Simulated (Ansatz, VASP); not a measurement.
# AlSn: VASP beside Ansatz

INCAR

```
SYSTEM = AlSn
PREC = Accurate
ENCUT = 520
EDIFF = 1E-6
ISMEAR = -1
SIGMA = 0.05
LREAL = .False.
LASPH = .True.
NELM = 80
ALGO = Normal
ISIF = 2
LWAVE = .False.
LCHARG = .False.
GGA = CA
NBANDS = 16
```

The input KPOINTS:

```
regular mesh
0
Gamma
  7 7 8
  0 0 0
```

The input POSCAR:

```
AlSn
1.0
    4.2259084499      0.0000000000      0.0000000000
   -2.1129542249      3.6597440716      0.0000000000
    0.0000000000      0.0000000000      3.3287472872
Sn Al
1 1
Direct
    0.3333333333      0.6666666667      0.5000000000
    0.0000000000      0.0000000000      0.0000000000
```

Contents of input.yaml:

```yaml
crystal:
  lattice:
    - [4.2259084499, 0.0, 0.0]
    - [-2.1129542249, 3.6597440716, 0.0]
    - [0.0, 0.0, 3.3287472872]
  atoms:
    - { symbol: Sn, position: [0.3333333333, 0.6666666667, 0.5] }
    - { symbol: Al, position: [0.0, 0.0, 0.0] }
hamiltonian:
  xc: lda
  pseudopotentials: { kind: paw }
kpoints:
  mp_grid: { grid: [7, 7, 8] }
scf:
  occupations: { method: fermi_dirac, width: 0.05 }
output:
  forces: true
  stress: true
  eigenvalues: true
```

Alike in both runs: task single point; functional LDA; k mesh 7 × 7 × 8; occupations fermi-dirac, width 0.05 eV; no spin polarisation.

```csv
,VASP,Ansatz
version,VASP 6.6.1,Ansatz 0.2.0
potentials or method,"VASP PAW LDA potentials, release 64 (Sn_d, Al)",Ansatz PAW
plane-wave cutoff (eV),520,420
valence electrons in the cell,17,17
```

```tsv
	VASP	Ansatz	Ansatz less VASP
gap on the k mesh at the Fermi level (eV)	none	none	-
pressure (GPa)	-3.9	-3.9	+0.02
traceless stress, the component that is largest in VASP (GPa)	-0.21	-0.21	-0.005
```

LDA's correlation is that of Perdew and Zunger in VASP and of Perdew and Wang (1992) in Ansatz. A gap of «none» marks a metal or a gap that the smearing closes.
